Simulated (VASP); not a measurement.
# Ba (Cmce) in VASP: single point with PBE

Aim: the single point of Ba with PBE.

All numbers are computed with VASP 6.6.1; they aren't measurements. Logs are shortened: lines on timing, memory, paths and dates and some standing lists are left out, and cuts for length are marked.

## 1. The cell of the first run

The typed cell holds 4 atoms: a = 4.437 Å, b = 4.437 Å, c = 12.950 Å, α = 90.00°, β = 90.00°, γ = 81.48°.

## 2. Single point, PBE

The input, INCAR:

```
PREC = Accurate
ENCUT = 520
EDIFF = 1E-6
ISMEAR = 0
SIGMA = 0.1
LREAL = F
LASPH = T
NELM = 100
ALGO = Normal
ISIF = 2
LWAVE = F
LCHARG = T
GGA = PE
LELF = T
LVHAR = T
NBANDS = 28
```

The input, KPOINTS:

```
Automatic mesh
0
Gamma
  4 4 2
```

The input, POSCAR:

```
Ba
1.0
    3.3618698442     -2.8959550634      0.0000000000
    3.3618698442      2.8959550634      0.0000000000
    0.0000000000      0.0000000000     12.9501705552
Ba
4
Direct
    0.7504680115      0.2495319885      0.1249444537
    0.7495319885      0.2504680115      0.6249444537
    0.2495319885      0.7504680115      0.8750555463
    0.2504680115      0.7495319885      0.3750555463
```

Potentials or basis: VASP PAW PBE potentials, release 64 (Ba_sv).

Started as:

```console
$ cat potpaw_PBE.64/Ba_sv/POTCAR > POTCAR
$ mpirun -np 1 vasp_std > vasp.out
```

OUTCAR:

```text
PREC = Accurate
   ENCUT = 520
   EDIFF = 1E-6
   ISMEAR = 0
   LREAL = F
   LASPH = T
   NELM = 100
   ISIF = 2
   GGA = PE

 ion  position               nearest neighbor table
   1  0.750  0.250  0.125-   3 4.34   4 4.34   4 4.34   3 4.35   3 4.67   3 4.67   4 4.67   4 4.67

   2  0.750  0.250  0.625-   4 4.34   3 4.34   3 4.34   4 4.35   4 4.67   4 4.67   3 4.67   3 4.67

   3  0.250  0.750  0.875-   1 4.34   2 4.34   2 4.34   1 4.35   1 4.67   1 4.67   2 4.67   2 4.67

   4  0.250  0.750  0.375-   2 4.34   1 4.34   1 4.34   2 4.35   2 4.67   2 4.67   1 4.67   1 4.67

  LATTYP: Found a base centered orthorhombic cell.
 ALAT       =     5.7919101268
 B/A-ratio  =     1.1608846721
 C/A-ratio  =     2.2359066822

  Lattice vectors:

 A1 = (  -3.3618698442,  -2.8959550634,   0.0000000000)
 A2 = (   3.3618698442,  -2.8959550634,   0.0000000000)
 A3 = (   0.0000000000,   0.0000000000,  12.9501705552)

Analysis of symmetry for initial positions (statically):
=====================================================================
 Subroutine PRICEL returns:
 Original cell was already a primitive cell.

 Routine SETGRP: Setting up the symmetry group for a
 base centered orthorhombic supercell.

 Subroutine GETGRP returns: Found  8 space group operations
 (whereof  4 operations were pure point group operations)
 out of a pool of  8 trial point group operations.

The static configuration has the point symmetry C_2h.
 The point group associated with its full space group is D_2h.

Analysis of symmetry for dynamics (positions and initial velocities):
=====================================================================
 Subroutine PRICEL returns:
 Original cell was already a primitive cell.

 Routine SETGRP: Setting up the symmetry group for a
 base centered orthorhombic supercell.

 Subroutine GETGRP returns: Found  8 space group operations
 (whereof  4 operations were pure point group operations)
 out of a pool of  8 trial point group operations.

The dynamic configuration has the point symmetry C_2h.
 The point group associated with its full space group is D_2h.

 Subroutine INISYM returns: Found  8 space group operations
 (whereof  4 operations are pure point group operations),
 and found     1 'primitive' translations

----------------------------------------------------------------------------------------

                                     Primitive cell

  volume of cell :     252.1612

  direct lattice vectors                    reciprocal lattice vectors
     3.361869844 -2.895955063  0.000000000     0.148726757 -0.172654613  0.000000000
     3.361869844  2.895955063  0.000000000     0.148726757  0.172654613  0.000000000
     0.000000000  0.000000000 12.950170555     0.000000000  0.000000000  0.077219060

  length of vectors
     4.437197830  4.437197830 12.950170555     0.227879932  0.227879932  0.077219060

  position of ions in fractional coordinates (direct lattice)
     0.750468011  0.249531989  0.124944454
     0.749531989  0.250468011  0.624944454
     0.249531989  0.750468011  0.875055546
     0.250468011  0.749531989  0.375055546

  ion indices of the primitive-cell ions
   primitive index   ion index
                 1           1
                 2           2
                 3           3
                 4           4

----------------------------------------------------------------------------------------

 KPOINTS: Automatic mesh

Automatic generation of k-mesh.
 Grid dimensions read from file:
 generate k-points for:    4    4    2

 Generating k-lattice:

  Cartesian coordinates                     Fractional coordinates (reciprocal lattice)
     0.037181689 -0.043163653  0.000000000     0.250000000  0.000000000  0.000000000
     0.037181689  0.043163653  0.000000000     0.000000000  0.250000000  0.000000000
     0.000000000  0.000000000  0.038609530     0.000000000  0.000000000  0.500000000

  Length of vectors
     0.056969983  0.056969983  0.038609530

  Shift w.r.t. Gamma in fractional coordinates (k-lattice)
     0.000000000  0.000000000  0.000000000

 Subroutine IBZKPT returns following result:
 ===========================================

 Found     14 irreducible k-points:

 Following reciprocal coordinates:
            Coordinates               Weight
  0.000000  0.000000  0.000000      1.000000
  0.250000 -0.000000  0.000000      4.000000
  0.500000 -0.000000  0.000000      2.000000
  0.250000  0.250000  0.000000      2.000000
  0.500000  0.250000  0.000000      4.000000
 -0.250000  0.250000  0.000000      2.000000
  0.500000  0.500000  0.000000      1.000000
  0.000000  0.000000  0.500000      1.000000
  0.250000 -0.000000  0.500000      4.000000
  0.500000 -0.000000  0.500000      2.000000
  0.250000  0.250000  0.500000      2.000000
  0.500000  0.250000  0.500000      4.000000
 -0.250000  0.250000  0.500000      2.000000
  0.500000  0.500000  0.500000      1.000000
   k-points           NKPTS =     14   k-points in BZ     NKDIM =     14   number of bands    NBANDS=     28
   number of dos      NEDOS =    301   number of ions     NIONS =      4
   total plane-waves  NPLWV = 124416
   dimension x,y,z NGX =    36 NGY =   36 NGZ =   96
   dimension x,y,z NGXF=    72 NGYF=   72 NGZF=  192
   ions per type =               4
   NGX,Y,Z   is equivalent  to a cutoff of  13.49, 13.49, 12.32 a.u.
   NGXF,Y,Z  is equivalent  to a cutoff of  26.98, 26.98, 24.65 a.u.
 SYSTEM =  unknown system
   PREC   = accura    normal or accurate (medium, high low for compatibility)
   ISTART =      0    job   : 0-new  1-cont  2-samecut
   ICHARG =      2    charge: 1-file 2-atom 10-const
   ISPIN  =      1    spin polarized calculation?
   LNONCOLLINEAR =      F non collinear calculations
   LSORBIT =      F    spin-orbit coupling
   LASPH  =      T    aspherical Exc in radial PAW
   ENCUT  =  520.0 eV  38.22 Ry    6.18 a.u.   8.25  8.25 24.08*2*pi/ulx,y,z
   NELM   =    100;   NELMIN=  2; NELMDL= -5     # of ELM steps
   EDIFF  = 0.1E-05   stopping-criterion for ELM
   LREAL  =      F    real-space projection
   EDIFFG = 0.1E-04   stopping-criterion for IOM
   NSW    =      0    number of steps for IOM
   IBRION =     -1    ionic relax: 0-MD 1-quasi-New 2-CG
   NFREE  =      0    steps in history (QN), initial steepest desc. (CG)
   ISIF   =      2    stress and relaxation
   ISYM   =      2    0-nonsym 1-usesym 2-fastsym
   POTIM  = 0.5000    time-step for ionic-motion
   TEBEG  =    0.0;   TEEND  =   0.0 temperature during run
   PSTRESS=    0.0 pullay stress
   NELECT =      40.0000    total number of electrons
   NUPDOWN=      -1.0000    fix difference up-down
   EMIN   =  10.00;   EMAX   =-10.00  energy-range for DOS
   EFERMI =   0.00;   METHOD = LEGACY
   ISMEAR =     0;   SIGMA  =   0.10  broadening in eV -4-tet -1-fermi 0-gaus
   EFERMI_NEDOS =   21; number of points for ismear=-14 and -15
   IALGO  =     38    algorithm
   IMIX   =      4    mixing-type and parameters
     AMIX     =   0.40;   BMIX     =  1.00
     AMIX_MAG =   1.60;   BMIX_MAG =  1.00
  volume/ion in A,a.u.               =      63.04       425.42
  Fermi-wavevector in a.u.,A,eV,Ry     =   0.886208  1.674689 10.685523  0.785364
  Thomas-Fermi vector in A             =   2.007343
   LORBIT       =      0    0 simple, 1 ext, 2 COOP (PROOUT), +10 PAW based schemes
   GGA     = PE    functional components
   LHFCALC =     F    Hartree Fock is set to
   AEXX    =    0.0000 exact exchange contribution
   IVDW    =     0    specifies the selected vdW correction
   LEPSILON=     F    determine dielectric tensor
   LRPA    =     F    only Hartree local field effects (RPA)
 non-spin polarized calculation
 Gauss-broadening in eV      SIGMA  =   0.10
  energy-cutoff  :      520.00
  volume of cell :      252.16
 maximum number of plane-waves:      6831
 NGX is ok and might be reduce to    36
   NGX = 17   NGY = 17   NGZ = 49

 number of electron      39.9999998 magnetization

 Free energy of the ion-electron system (eV)
  ---------------------------------------------------
  ext. energy  EPLUGINS =         0.00000000
  ---------------------------------------------------
  free energy    TOTEN  =        -7.61092898 eV

  energy without entropy =       -7.59605615  energy(sigma->0) =       -7.60349257

 E-fermi :   1.7171     XC(G=0):  -7.4069

 val. band max:        1.6858788368   @ k =   0.5000   0.5000   0.0000
 cond. band min:       1.7618531555   @ k =   0.5000   0.2500   0.0000
 fundamental gap:      0.0759743187
 Fermi energy:         1.7170981709

 k-point     1 :       0.0000    0.0000    0.0000
  band No.  band energies     occupation
      1     -27.2351      2.00000
      2     -27.2089      2.00000
      3     -27.2087      2.00000
      4     -27.1824      2.00000
      5     -12.6301      2.00000
      6     -12.4175      2.00000
[... 20 lines left out ...]
     27       3.4206      0.00000
     28       3.5449      0.00000

 k-point     2 :       0.2500   -0.0000    0.0000
  band No.  band energies     occupation
      1     -27.2201      2.00000
      2     -27.2015      2.00000
      3     -27.2013      2.00000
      4     -27.1827      2.00000
      5     -12.5534      2.00000
      6     -12.5341      2.00000
[... 20 lines left out ...]
     27       2.9696      0.00000
     28       3.3812      0.00000

 k-point     3 :       0.5000   -0.0000    0.0000
  band No.  band energies     occupation
      1     -27.1941      2.00000
      2     -27.1941      2.00000
      3     -27.1939      2.00000
      4     -27.1939      2.00000
      5     -12.6509      2.00000
      6     -12.6509      2.00000
[... 20 lines left out ...]
     27       2.8750      0.00000
     28       2.8750      0.00000

 k-point     4 :       0.2500    0.2500    0.0000
  band No.  band energies     occupation
      1     -27.2132      2.00000
      2     -27.1944      2.00000
      3     -27.1943      2.00000
      4     -27.1755      2.00000
      5     -12.5359      2.00000
      6     -12.4994      2.00000
[... 20 lines left out ...]
     27       2.7774      0.00000
     28       3.0398      0.00000

 k-point     5 :       0.5000    0.2500    0.0000
  band No.  band energies     occupation
      1     -27.1950      2.00000
      2     -27.1870      2.00000
      3     -27.1869      2.00000
      4     -27.1790      2.00000
      5     -12.5862      2.00000
      6     -12.5861      2.00000
[... 20 lines left out ...]
     27       2.8005      0.00000
     28       3.0710      0.00000

 k-point     6 :      -0.2500    0.2500    0.0000
  band No.  band energies     occupation
      1     -27.2017      2.00000
      2     -27.1940      2.00000
      3     -27.1940      2.00000
      4     -27.1865      2.00000
      5     -12.5611      2.00000
      6     -12.5609      2.00000
[... 20 lines left out ...]
     27       2.5639      0.00000
     28       3.9468      0.00000

 k-point     7 :       0.5000    0.5000    0.0000
  band No.  band energies     occupation
      1     -27.1912      2.00000
      2     -27.1799      2.00000
      3     -27.1798      2.00000
      4     -27.1686      2.00000
      5     -12.6156      2.00000
      6     -12.6046      2.00000
[... 20 lines left out ...]
     27       3.2546      0.00000
     28       3.8005      0.00000

 k-point     8 :       0.0000    0.0000    0.5000
  band No.  band energies     occupation
      1     -27.2274      2.00000
      2     -27.2274      2.00000
      3     -27.1901      2.00000
      4     -27.1901      2.00000
      5     -12.5698      2.00000
      6     -12.5698      2.00000
[... 20 lines left out ...]
     27       3.4829      0.00000
     28       3.4829      0.00000

 k-point     9 :       0.2500   -0.0000    0.5000
  band No.  band energies     occupation
      1     -27.2146      2.00000
      2     -27.2146      2.00000
      3     -27.1882      2.00000
      4     -27.1882      2.00000
      5     -12.5747      2.00000
      6     -12.5747      2.00000
[... 20 lines left out ...]
     27       3.2458      0.00000
     28       3.2458      0.00000

 k-point    10 :       0.5000   -0.0000    0.5000
  band No.  band energies     occupation
      1     -27.1941      2.00000
      2     -27.1941      2.00000
      3     -27.1939      2.00000
      4     -27.1939      2.00000
      5     -12.6033      2.00000
      6     -12.6033      2.00000
[... 20 lines left out ...]
     27       2.8272      0.00000
     28       2.8272      0.00000

 k-point    11 :       0.2500    0.2500    0.5000
  band No.  band energies     occupation
      1     -27.2077      2.00000
      2     -27.2077      2.00000
      3     -27.1810      2.00000
      4     -27.1810      2.00000
      5     -12.5174      2.00000
      6     -12.5174      2.00000
[... 20 lines left out ...]
     27       2.9003      0.00000
     28       2.9003      0.00000

 k-point    12 :       0.5000    0.2500    0.5000
  band No.  band energies     occupation
      1     -27.1926      2.00000
      2     -27.1926      2.00000
      3     -27.1813      2.00000
      4     -27.1813      2.00000
      5     -12.5859      2.00000
      6     -12.5859      2.00000
[... 20 lines left out ...]
     27       3.1596      0.00000
     28       3.1596      0.00000

 k-point    13 :      -0.2500    0.2500    0.5000
  band No.  band energies     occupation
      1     -27.1994      2.00000
      2     -27.1994      2.00000
      3     -27.1887      2.00000
      4     -27.1887      2.00000
      5     -12.5316      2.00000
      6     -12.5316      2.00000
[... 20 lines left out ...]
     27       3.2432      0.00000
     28       3.2432      0.00000

 k-point    14 :       0.5000    0.5000    0.5000
  band No.  band energies     occupation
      1     -27.1879      2.00000
      2     -27.1879      2.00000
      3     -27.1719      2.00000
      4     -27.1719      2.00000
      5     -12.5845      2.00000
      6     -12.5845      2.00000
[... 20 lines left out ...]
     27       3.8397      0.00000
     28       3.8397      0.00000

------------------------ aborting loop because EDIFF is reached ----------------------------------------

  FORCE on cell =-STRESS in cart. coord.  units (eV):
  Direction    XX          YY          ZZ          XY          YZ          ZX
  --------------------------------------------------------------------------------------
  -------------------------------------------------------------------------------------
  Total        0.1702660      0.1623928      0.4644037      0.0000000     -0.0000000      0.0000000
  in kB        1.0818334      1.0318084      2.9507201      0.0000000     -0.0000000      0.0000000
  external PRESSURE =       1.6881206 kB  Pullay stress =       0.0000000 kB

 VOLUME and BASIS-vectors are now :
 -----------------------------------------------------------------------------
  energy-cutoff  :      520.00
  volume of cell :      252.16
      direct lattice vectors                 reciprocal lattice vectors
     3.361869844 -2.895955063  0.000000000     0.148726757 -0.172654613  0.000000000
     3.361869844  2.895955063  0.000000000     0.148726757  0.172654613  0.000000000
     0.000000000  0.000000000 12.950170555     0.000000000  0.000000000  0.077219060

 POSITION                                       TOTAL-FORCE (eV/Angst)
 -----------------------------------------------------------------------------------
      3.36187     -1.45069      1.61805         0.000000      0.002417      0.002503
      3.36187     -1.44527      8.09314         0.000000     -0.002417      0.002503
      3.36187      1.45069     11.33212         0.000000     -0.002417     -0.002503
      3.36187      1.44527      4.85703         0.000000      0.002417     -0.002503
 -----------------------------------------------------------------------------------
    total drift:                                0.000000     -0.000000     -0.000000

  FREE ENERGIE OF THE ION-ELECTRON SYSTEM (eV)
  ---------------------------------------------------
  free  energy   TOTEN  =        -7.6109289810 eV

  energy  without entropy=       -7.5960561541  energy(sigma->0) =       -7.60349257
```

Run time: 2.6 min. Hardware: 1 thread of Oxide Virtual Turin-like, shared host; peak memory 0.33 GiB.

Results:

```
Free energy            : -7.6109 eV
Pressure               : 0.2 GPa
Largest force          : 0.003 eV/Å
Band gap on the k mesh : zero (bands 20 and 21 overlap by 0.37 eV)
```

Forces on the atoms (eV/Å):
```
Ba   0.000  0.002  0.003
Ba   0.000 -0.002  0.003
Ba   0.000 -0.002 -0.003
Ba   0.000  0.002 -0.003
```

Caveat: spin-orbit coupling is left out, which moves the levels of the heavy elements.

The gap in the log of VASP goes by the Fermi energy; the results here count the filled bands.